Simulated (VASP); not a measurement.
Runs of VASP 6.6.1 on BN. The structure is that of space group P-6m2 (No. 187), or close to it. The cells are those of the table. 

| task | cell | k mesh | cutoff (eV) | k mesh for the DOS | occupations for the DOS | gap on the mesh (eV) | pressure (GPa) | relaxed volume (Å³/atom) | largest force (eV/Å) |
| --- | --- | --- | --- | --- | --- | --- | --- | --- | --- |
| single point | a = 6.152, b = 6.152, c = 2.461 Å, angles 90.0, 90.0, 120.0°, 8 atoms | 3 × 3 × 8 | 520 | - | - | none | 21.2 | - | (a) |
| relaxation of cell and atoms | relaxed from a = 6.398, b = 6.398, c = 2.510 Å, angles 90.0, 90.0, 120.0°, 8 atoms | 6 × 6 × 14 | 600 | - | - | none | 0.0 | 11.12 | 0.01 |
| single point | a = 6.398, b = 6.398, c = 2.510 Å, angles 90.0, 90.0, 120.0°, 8 atoms | 3 × 3 × 8 | 520 | - | - | none | 0.1 | - | - |
| relaxation of cell and atoms | relaxed from a = 6.152, b = 6.152, c = 2.461 Å, angles 90.0, 90.0, 120.0°, 8 atoms | 3 × 3 × 8 | 600 | - | - | none | 0.0 | 11.12 | 0.03 |
| single point | a = 6.400, b = 6.400, c = 2.510 Å, angles 90.0, 90.0, 120.0°, 8 atoms | 6 × 6 × 14 | 520 | - | - | none | 0.0 | - | 0.01 |

Alike in all rows: level PBE; potentials or basis VASP PAW PBE potentials, release 64 (B, N); no spin polarisation; smearing gaussian 0.1 eV.

**Question.** Fill in the values left out.

**Answer.** (a) 1.05.

Caveats: some runs use coarse meshes; forces of over 1 eV/Å act on the atoms, so gaps and moduli don't describe the material at rest (some runs).

A gap of «none» marks levels without a gap at the run's occupations.
